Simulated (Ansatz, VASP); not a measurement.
Two plane-wave programs on CdS

```
Cd S
1.0
     4.16884    0.00000    0.00000
    -2.08442    3.61032    0.00000
     0.00000    0.00000    6.77962
Cd S
2 2
Direct
  0.66667 0.33333 0.50022
  0.33333 0.66667 0.00022
  0.66667 0.33333 0.87678
  0.33333 0.66667 0.37678
```

Alike in both runs: task relaxation of cell and atoms; functional LDA; k mesh 6 × 6 × 4; occupations gaussian, width 0.02 eV; no spin polarisation.

|  | VASP | Ansatz |
| --- | --- | --- |
| version | VASP 6.6.1 | Ansatz 0.2.0 |
| potentials or method | VASP PAW LDA potentials, release 64 (Cd, S), cutoff 600 eV | scalar-relativistic, plane waves, PAW |
| valence electrons in the cell | 36 | 52 |

Ansatz gave:

```
gap on the k mesh at the Fermi level, each at its own relaxed structure (eV) : 1.03
relaxed volume (Å³/atom)                                                     : 23.86
relaxed length of the cell vector where the two differ most in proportion (Å)              : 4.074
```

Task: Which values does VASP return?

Result: gap on the k mesh at the Fermi level, each at its own relaxed structure (eV): 1.04; relaxed volume (Å³/atom): 24.03; relaxed length of the cell vector where the two differ most in proportion (Å): 4.084.

Ansatz warns that its potentials were made for another functional, while VASP's fit it. LDA's correlation is that of Perdew and Zunger in VASP and of Perdew and Wang (1992) in Ansatz. VASP's potentials hold 36 valence electrons a cell and Ansatz's 52, so a difference there can come from the potentials and not from the codes.
